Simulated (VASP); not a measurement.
Input of a VASP 6.6.1 run:

INCAR

```
SYSTEM = InSb
PREC = Accurate
ENCUT = 520
EDIFF = 1E-6
ISMEAR = 0
SIGMA = 0.15
LREAL = .False.
LASPH = .True.
NELM = 100
ALGO = Normal
ISIF = 2
LWAVE = .False.
LCHARG = .False.
GGA = PS
NBANDS = 16
```

File KPOINTS:

```
regular mesh
0
Gamma
  16 16 16
  0 0 0
```

File POSCAR:

```
InSb
1.0
    0.7491830582      3.4900966860      3.4900966860
    3.4900966860      0.7491830582      3.4900966860
    3.4900966860      3.4900966860      0.7491830582
In Sb
1 1
Direct
    0.0000000000      0.0000000000      0.0000000000
    0.5000000000      0.5000000000      0.5000000000
```

Potentials or basis: VASP PAW PBE potentials, release 64 (In_d, Sb).

The run is started by

```console
$ cat potpaw_PBE.64/In_d/POTCAR potpaw_PBE.64/Sb/POTCAR > POTCAR
$ mpirun -np 1 vasp_std > vasp.out
```

Task: Predict the band gap on the k mesh.

Result: Zero (bands 9 and 10 overlap by 3.05 eV).

Task: Predict the pressure.

Result: -2.8 GPa.

Stress tensor (GPa, compression positive):
```
-2.83 -1.42 -1.42
-1.42 -2.83 -1.42
-1.42 -1.42 -2.83
```

Caveat: the PAW data sets were made with another functional, which shifts forces and pressure a little; spin-orbit coupling is left out, which moves the levels of the heavy elements.
